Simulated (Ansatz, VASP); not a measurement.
## One calculation of KF, two programs

```
CELL_PARAMETERS angstrom
3.25895 0.00000 0.00000
0.00000 3.25895 0.00000
0.00000 0.00000 3.51967
ATOMIC_POSITIONS crystal
K 0.00000 0.00000 0.00000
F 0.50000 0.50000 0.50000
```

Change from the starting cell: strain +0.000 along x and y, +0.080 along z, atoms carried along.

Alike in both runs: task single point; functional PBEsol; k mesh 8 × 8 × 8; occupations gaussian, width 0.05 eV; no spin polarisation.

|  | VASP | Ansatz |
| --- | --- | --- |
| version | VASP 6.6.1 | Ansatz 0.2.0 |
| potentials or method | VASP PAW PBE potentials, release 64 (K_sv, F), cutoff 520 eV | scalar-relativistic, plane waves, PAW |
| valence electrons in the cell | 16 | 16 |

```csv
,VASP,Ansatz,Ansatz less VASP
gap on the k mesh at the Fermi level (eV),5.48,5.50,+0.015
least direct gap on the mesh (eV),5.54,5.56,+0.014
pressure (GPa),-4.1,-4.1,+0.05
"traceless stress, the component that is largest in VASP (GPa)",-4.01,-4.02,-0.006
```

VASP's potentials were made for PBE, not for PBEsol. The functional is the same, so the differences come from potentials, cutoffs and numerics.
